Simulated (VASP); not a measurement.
The system is RbBr.

```
Rb Br
1.0
     4.19290    0.00000    0.00000
     0.00000    4.19290    0.00000
     0.00000    0.00000    4.19290
Rb Br
1 1
Direct
  0.00000 0.00000 0.00000
  0.50000 0.50000 0.50000
```

```yaml
Program: VASP 6.6.1
Task: relaxation of cell and atoms
Functional: LDA
Potentials_or_basis: VASP PAW LDA potentials, release 64 (Rb_sv, Br)
Cutoff: 500 eV
k_mesh: 6 × 6 × 6
Occupations: gaussian, width 0.02 eV
Spin: no spin polarisation
```

At the start: pressure -2.4 GPa; volume 36.86 Å³/atom.

Q: Where does the relaxation end?

A: Over 18 steps the energy falls by 49.5 meV/atom and the volume is 31.35 Å³/atom (-14.9 %); space group Pm-3m (No. 221, to 0.05 Å).

The path:
```csv
step,energy change (eV),largest force (eV/Å),pressure (GPa),volume (Å³)
1,0.0000,0.0000,-2.43,73.71
2,-0.0728,0.0000,-1.48,67.90
3,-0.0985,0.0000,-0.23,63.32
4,-0.0989,0.0000,0.03,62.58
5,-0.0989,0.0000,-0.04,62.79
6,-0.0989,0.0000,-0.04,62.79
7,-0.0989,0.0000,-0.04,62.79
8,-0.0989,0.0000,-0.04,62.79
9,-0.0989,0.0000,-0.04,62.79
10,-0.0989,0.0000,-0.04,62.79
11,-0.0989,0.0000,-0.04,62.79
12,-0.0989,0.0000,-0.04,62.79
13,-0.0989,0.0000,-0.04,62.79
14,-0.0989,0.0000,-0.04,62.78
15,-0.0989,0.0000,-0.04,62.78
16,-0.0989,0.0000,-0.03,62.77
17,-0.0989,0.0000,-0.03,62.74
18,-0.0989,0.0000,-0.01,62.70
```

Final structure:
```xyz
2
Lattice="3.9727 0.0000 0.0000 0.0000 3.9727 0.0000 0.0000 0.0000 3.9727" Properties=species:S:1:pos:R:3 pbc="T T T"
Rb    0.0000    0.0000    0.0000
Br    1.9863    1.9863    1.9863
```
